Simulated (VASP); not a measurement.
# Na (Im-3m) in VASP: a series of runs, part 3 of 3

VASP 6.6.1.

**6. Electric field gradients, PBEsol (volume scaled by 0.99)**

INCAR reads:

```
ALGO = Normal
EDIFF = 1E-8
ENCUT = 520
GGA = PS
ISIF = 2
ISMEAR = -1
LASPH = T
LCHARG = F
LEFG = T
LREAL = F
LWAVE = F
NBANDS = 10
NELM = 80
PREC = Accurate
SIGMA = 0.03
```

KPOINTS reads:

```
k-points
0
Gamma
  11 11 11
```

POSCAR reads:

```
Na
1.0
   -2.1104180073      2.1104180073      2.1104180073
    2.1104180073     -2.1104180073      2.1104180073
    2.1104180073      2.1104180073     -2.1104180073
Na
1
Direct
    0.0000000000      0.0000000000      0.0000000000
```

Potentials or basis: VASP PAW PBE potentials, release 64 (Na_pv).

Run with:

```console
> cat potpaw_PBE.64/Na_pv/POTCAR > POTCAR
> mpirun -np 1 vasp_std > vasp.out
```

OUTCAR:

```text
EDIFF = 1E-8
   ENCUT = 520
   GGA = PS
   ISIF = 2
   ISMEAR = -1
   LASPH = T
   LREAL = F
   NELM = 80
   PREC = Accurate

 ion  position               nearest neighbor table
   1  0.000  0.000  0.000-

  LATTYP: Found a body centered cubic cell.
 ALAT       =     4.2208360146

  Lattice vectors:

 A1 = (  -2.1104180073,   2.1104180073,   2.1104180073)
 A2 = (   2.1104180073,  -2.1104180073,   2.1104180073)
 A3 = (   2.1104180073,   2.1104180073,  -2.1104180073)

Analysis of symmetry for initial positions (statically):
=====================================================================
 Subroutine PRICEL returns:
 Original cell was already a primitive cell.

[... 494 lines left out ...]
  in kB       -2.7278853     -2.7278853     -2.7278853      0.0000000     -0.0000000      0.0000000
  external PRESSURE =      -2.7278853 kB  Pullay stress =       0.0000000 kB

 VOLUME and BASIS-vectors are now :
 -----------------------------------------------------------------------------
  energy-cutoff  :      520.00
  volume of cell :       37.60
      direct lattice vectors                 reciprocal lattice vectors
    -2.110418007  2.110418007  2.110418007     0.000000000  0.236919889  0.236919889
     2.110418007 -2.110418007  2.110418007     0.236919889  0.000000000  0.236919889
     2.110418007  2.110418007 -2.110418007     0.236919889  0.236919889  0.000000000

 POSITION                                       TOTAL-FORCE (eV/Angst)
 -----------------------------------------------------------------------------------
      0.00000      0.00000      0.00000        -0.000000      0.000000      0.000000
 -----------------------------------------------------------------------------------
    total drift:                               -0.000000     -0.000000     -0.000000

  FREE ENERGIE OF THE ION-ELECTRON SYSTEM (eV)
  ---------------------------------------------------
  free  energy   TOTEN  =        -1.4016465687 eV

  energy  without entropy=       -1.4004493332  energy(sigma->0) =       -1.40104795

 Electric field gradients (V/A^2)
---------------------------------------------------------------------
 ion       V_xx      V_yy      V_zz      V_xy      V_xz      V_yz
---------------------------------------------------------------------
   1       0.000     0.000     0.000    -0.004    -0.004    -0.004
---------------------------------------------------------------------

 Electric field gradients after diagonalization (V/A^2)
 (convention: |V_zz| > |V_xx| > |V_yy|)
----------------------------------------------------------------------
 ion       V_xx      V_yy      V_zz     asymmetry (V_yy - V_xx)/ V_zz
----------------------------------------------------------------------
   1       0.004     0.004    -0.009       0.000
----------------------------------------------------------------------

           NMR quadrupolar parameters

 Cq : quadrupolar parameter    Cq=e*Q*V_zz/h
 eta: asymmetry parameters     (V_yy - V_xx)/ V_zz
 Q  : nuclear electric quadrupole moment in mb (millibarn)
----------------------------------------------------------------------
 ion       Cq(MHz)       eta       Q (mb)
----------------------------------------------------------------------
   1      -0.000       0.000       1.000
----------------------------------------------------------------------
```

OSZICAR:

```text
N       E                     dE             d eps       ncg     rms          rms(c)
DAV:   1     0.258628287747E+02    0.25863E+02   -0.37725E+03  1120   0.579E+02
DAV:   2    -0.834983788951E+00   -0.26698E+02   -0.26566E+02  1140   0.142E+02
DAV:   3    -0.139964323981E+01   -0.56466E+00   -0.56433E+00  1444   0.229E+01
DAV:   4    -0.140368361160E+01   -0.40404E-02   -0.40402E-02  1330   0.186E+00
DAV:   5    -0.140373961487E+01   -0.56003E-04   -0.56003E-04  1344   0.215E-01    0.235E-01
DAV:   6    -0.140213296381E+01    0.16067E-02   -0.27787E-03  1294   0.768E-01    0.142E-01
DAV:   7    -0.140169915165E+01    0.43381E-03   -0.24853E-03  1268   0.649E-01    0.456E-02
DAV:   8    -0.140164621887E+01    0.52933E-04   -0.19806E-04  1298   0.244E-01    0.206E-03
DAV:   9    -0.140164649428E+01   -0.27540E-06   -0.79081E-07  1338   0.952E-03    0.114E-03
DAV:  10    -0.140164656566E+01   -0.71382E-07   -0.39276E-08  1268   0.138E-03    0.111E-04
DAV:  11    -0.140164656872E+01   -0.30559E-08   -0.85842E-10   788   0.332E-04
   1 F= -.14016466E+01 E0= -.14010480E+01  d E =-.119724E-02
```

stdout:

```text
POSCAR found type information on POSCAR Na
 POSCAR found :  1 types and       1 ions
 scaLAPACK will be used
 -----------------------------------------------------------------------------
|                                                                             |
|                                                                             |
|     You enforced a specific xc type in the INCAR file but a different       |
|     I HOPE YOU KNOW WHAT YOU ARE DOING!                                     |
|                                                                             |
 -----------------------------------------------------------------------------

 LDA part: xc-table for (Slater+PW92), standard interpolation
 POSCAR, INCAR and KPOINTS ok, starting setup
 FFT: planning ... GRIDC
 FFT: planning ... GRID_SOFT
 FFT: planning ... GRID
 WAVECAR not read
 entering main loop
ion   1
```

It took 13 s on 1 thread of Intel Xeon 6975P-C, shared host; peak memory 0.16 GiB.

What came out:

```
Free energy : -1.4016 eV
Pressure    : -0.3 GPa
```

Levels at points of the mesh, in eV from the Fermi level:
| k point | band 1 | band 2 | band 3 | band 4 | band 5 | band 6 | band 7 |
| --- | --- | --- | --- | --- | --- | --- | --- |
| (0.00, 0.00, 0.00) | -24.81 | -24.81 | -24.81 | -3.26 | 11.63 | 11.63 | 11.63 |

Caveat: without QUAD_EFG the Cq values of the log hold for a quadrupole moment of 1 mb, not for the nuclei; the PAW data sets were made with another functional, which shifts forces and pressure a little.

**7. Overview**

| cell | gap on the mesh (eV) | pressure (GPa) |
| --- | --- | --- |
| a = 3.643 Å, angles 109.5°, 1 atom | none | -0.2 |
| a = 3.618 Å, angles 109.5°, 1 atom | none | 0.0 |
| a = 3.655 Å, angles 109.5°, 1 atom | none | -0.3 |

Alike in all rows: task electric field gradients; level PBEsol; potentials or basis VASP PAW PBE potentials, release 64 (Na_pv); no spin polarisation; k mesh 11 × 11 × 11; cutoff (eV) 520; smearing fermi-dirac 0.03 eV.

Caveats: the PAW data sets were made with another functional, which shifts forces and pressure a little.

Absolute energies hang on the potentials; compare differences alone.
